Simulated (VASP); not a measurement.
Wanted: the native input for a VASP 6.6.1 run.

- Task: relaxation of shape and atoms at fixed volume
- Functional: PBEsol
- Potentials or basis: VASP PAW PBE potentials, release 64 (Al, Cu)
- Cutoff: 600 eV
- k mesh: 12 × 12 × 8
- Occupations: gaussian, width 0.1 eV
- Spin: no spin polarisation
- Dipole correction: no
- Further INCAR settings: ALGO = Fast; EDIFF = 1e-07; IBRION = 2; EDIFFG = -0.01; NSW = 50; ISIF = 4

The structure of Al3Cu2 lies in POSCAR:

```
Al3Cu2
1.0
    4.0571829162      0.0000000000      0.0000000000
   -2.0285914581      3.5136234732      0.0000000000
    0.0000000000      0.0000000000      4.9317731506
Al Cu
3 2
Direct
    0.0000000000      0.0000000000      0.0000000000
    0.3333333333      0.6666666667      0.3515059809
    0.6666666667      0.3333333333      0.6484940191
    0.3333333333      0.6666666667      0.8422899817
    0.6666666667      0.3333333333      0.1577100183
```

These files were run (other wordings do the same):

INCAR

```
SYSTEM = Al3Cu2
PREC     = Accurate       ! precision mode
ENCUT    = 600            ! plane-wave cutoff, eV
EDIFF    = 1E-7           ! SCF threshold, eV
ISMEAR   = 0              ! smearing method
SIGMA    = 0.1            ! smearing width, eV
LREAL    = .False.        ! projectors in reciprocal space
LASPH    = .True.         ! aspherical terms in the spheres
NELM     = 60             ! most SCF steps
ALGO     = Fast           ! electronic algorithm
ISIF     = 4              ! what is computed and relaxed
LWAVE    = .False.        ! write WAVECAR
LCHARG   = .False.        ! write CHGCAR
GGA      = PS             ! functional
IBRION   = 2              ! ionic algorithm
NSW      = 50             ! ionic steps
EDIFFG   = -0.01          ! ionic threshold
```

KPOINTS

```
Automatic mesh
0
Gamma
  12 12 8
  0 0 0
```

Potentials or basis: VASP PAW PBE potentials, release 64 (Al, Cu).

Command:

```console
$ cat potpaw_PBE.64/Al/POTCAR potpaw_PBE.64/Cu/POTCAR > POTCAR
$ mpirun -np 1 vasp_std > vasp.out
```

Results of the run:

```yaml
Energy_gained_by_relaxing: 0.0 meV/atom
Ionic_steps: 2
Pressure_after_relaxing: 4.0 GPa
Largest_force_after_relaxing: 0.010 eV/Å
Band_gap_on_the_k_mesh: zero (an odd number of electrons rules out a gap without spin polarisation)
```

Caveat: the PAW data sets were made with another functional, which shifts forces and pressure a little.

Wall time 8.2 min on 1 thread of Intel(R) Xeon(R) Platinum 8375C CPU @ 2.90GHz (Ice Lake), on a shared host, peak memory 0.35 GiB.
